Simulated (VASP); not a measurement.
Pd: single point with PBEsol

The system is Pd.

```
Pd
1.0
     0.00000    1.94490    1.98380
     1.94490    0.00000    1.98380
     1.94490    1.94490    0.00000
Pd
1
Direct
  0.00000 0.00000 0.00000
```

This cell differs from its parent crystal: zz strain of +2 %.

```yaml
Program: VASP 6.6.1
Task: single point
Functional: PBEsol
Potentials_or_basis: VASP PAW PBE potentials, release 64 (Pd)
Cutoff: 520 eV
k_mesh: 18 × 18 × 18
Occupations: fermi-dirac, width 0.05 eV
Spin: no spin polarisation
Dipole_correction: no
Further_INCAR_settings: ALGO = Normal; EDIFF = 1e-06; NBANDS = 11
```

| Item | Value |
| --- | --- |
| Pressure | -6.1 GPa |
| Band gap on the k mesh | zero (bands 5 and 6 overlap by 1.56 eV) |

Stress tensor (GPa, compression positive):
```
-5.69  0.00  0.00
 0.00 -5.69  0.00
 0.00  0.00 -6.90
```

Levels at points of the mesh, in eV from the Fermi level:
```tsv
k point	band 3	band 4	band 5	band 6	band 7	band 8
(0.00, 0.00, 0.00)	-2.72	-2.72	-1.29	-1.10	17.12	21.48
(0.50, 0.00, 0.00)	-2.73	-0.06	0.02	0.96	7.13	16.45
(0.50, 0.50, 0.00)	-0.04	0.27	0.27	3.00	10.18	13.26
(0.50, 0.00, 0.50)	-0.05	0.22	0.35	3.38	10.71	12.84
```

Wall time 42 s on 1 thread of AMD EPYC 9R45 96-Core Processor (Zen 5), on a shared host, peak memory 0.17 GiB.

Caveat: the cell differs from its parent crystal (zz strain of +2 %); the cell stands under tension; the PAW data sets were made with another functional, which shifts forces and pressure a little.
